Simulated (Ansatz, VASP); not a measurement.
# Tl: VASP beside Ansatz

File INCAR:

```
SYSTEM = Tl
  PREC = Accurate
  ENCUT = 600
  EDIFF = 1E-7
  ISMEAR = 0
  SIGMA = 0.1
  LREAL = .False.
  LASPH = .True.
  NELM = 100
  ALGO = Normal
  ISIF = 3
  LWAVE = .False.
  LCHARG = .False.
  GGA = PS
  IBRION = 2
  NSW = 80
  EDIFFG = -0.05
```

The input KPOINTS:

```
regular mesh
0
Gamma
  8 8 8
  0 0 0
```

File POSCAR:

```
Tl
1.0
   -1.6125573276      1.6125573276      1.6125573276
    1.6125573276     -1.6125573276      1.6125573276
    1.6125573276      1.6125573276     -1.6125573276
Tl
1
Direct
    0.0000000000      0.0000000000      0.0000000000
```

Input for Ansatz:

```yaml
crystal:
  lattice:
    - [-1.6125573276, 1.6125573276, 1.6125573276]
    - [1.6125573276, -1.6125573276, 1.6125573276]
    - [1.6125573276, 1.6125573276, -1.6125573276]
  atoms:
    - { symbol: Tl, position: [0.0, 0.0, 0.0] }
basis:
  ecutwfc: 420
kpoints:
  mp_grid: { grid: [8, 8, 8] }
hamiltonian:
  xc: pbesol
scf:
  occupations: { method: gaussian, width: 0.1 }
output:
  forces: true
  stress: true
  eigenvalues: true
relax:
  adjacent_minimum: "off"
  f_tol: 0.05
  max_steps: 60
  cell: { stress_tol: 0.5 }
```

Alike in both runs: task relaxation of cell and atoms; functional PBEsol; k mesh 8 × 8 × 8; occupations gaussian, width 0.1 eV; no spin polarisation.

|  | VASP | Ansatz |
| --- | --- | --- |
| version | VASP 6.6.1 | Ansatz 0.2.0 |
| potentials or method | VASP PAW PBE potentials, release 64 (Tl_d), cutoff 600 eV | scalar-relativistic, plane waves, PAW |
| valence electrons in the cell | 13 | 13 |

Ansatz gave:

| Quantity | Value |
| --- | --- |
| gap on the k mesh at the Fermi level, each at its own relaxed structure (eV) | none |
| relaxed volume (Å³/atom) | 28.69 |
| relaxed cell length with the largest relative difference (Å) | 3.340 |

Q: Estimate VASP's values.

A: gap on the k mesh at the Fermi level, each at its own relaxed structure (eV): none; relaxed volume (Å³/atom): 28.79; relaxed cell length with the largest relative difference (Å): 3.344.

VASP's potentials were made for PBE, not for PBEsol. A gap of «none» marks a metal or a gap that the smearing closes.

Spin-orbit coupling is off throughout. Noted on VASP's run: the volume moved by over 15 % at a fixed basis, so the end points are rough.
